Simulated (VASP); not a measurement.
Here is a VASP 6.6.1 calculation.

File INCAR:

```
PREC     = Accurate       # precision mode
ENCUT    = 520            # plane-wave cutoff, eV
EDIFF    = 1E-6           # SCF threshold, eV
ISMEAR   = -1             # smearing method
SIGMA    = 0.05           # smearing width, eV
LREAL    = Auto         
LASPH    = True           # aspherical terms in the spheres
NELM     = 60             # most SCF steps
ALGO     = Normal         # electronic algorithm
ISIF     = 2              # what is computed and relaxed
LWAVE    = False          # write WAVECAR
LCHARG   = False          # write CHGCAR
GGA      = PE             # functional
IVDW     = 12             # dispersion correction
NBANDS   = 48             # bands
```

KPOINTS

```
Automatic mesh
0
Gamma
  2 2 2
```

POSCAR

```
Si
1.0
    0.0000000000      5.4300000000      5.4300000000
    5.4300000000      0.0000000000      5.4300000000
    5.4300000000      5.4300000000      0.0000000000
Si
17
Direct
   -0.0008306630      0.0086023020     -0.0068824125
    0.1160817680      0.1254883978      0.1324615101
   -0.0220148250      0.0090476059      0.5036897790
    0.1158465009      0.1465465009      0.6218595764
   -0.0008306630      0.4986183241     -0.0068604972
    0.1390255985      0.6384876611      0.0835125230
    0.0143454880      0.5136858195      0.4577257827
    0.1156117864      0.6153046041      0.6219469613
    0.4861756906     -0.0143648250      0.0420421731
    0.6260206262      0.1254992634      0.1324467772
    0.5093351750      0.0088869245      0.5037132597
    0.6108488029      0.1104060773      0.6678283610
    0.5091222836      0.4986410681     -0.0068981584
    0.6260465930      0.6155550645      0.1323930018
    0.5095468692      0.4775212707      0.5036034070
    0.6472263352      0.6153290976      0.6219049724
    0.3125900552      0.8117683241      0.5628968692
```

Potentials or basis: VASP PAW PBE potentials, release 64 (Si).

Command:

```bash
$ cat potpaw_PBE.64/Si/POTCAR > POTCAR
$ mpirun -np 1 vasp_std > vasp.out
```

Task: Predict the pressure.

Result: 2.3 GPa.

Task: Predict the dispersion energy per atom.

Result: -0.332 eV.

Task: Estimate the largest force.

Result: 0.122 eV/Å.

Task: Estimate the band gap on the k mesh.

Result: Zero (band 34 reaches 6.83 eV, above the bottom of band 35 at 6.76 eV).

Stress tensor (GPa, compression positive):
```
 2.27 -0.42  0.42
-0.42  2.26  0.42
 0.42  0.42  2.27
```

Caveat: the k points lie up to 0.50 Å⁻¹ apart.
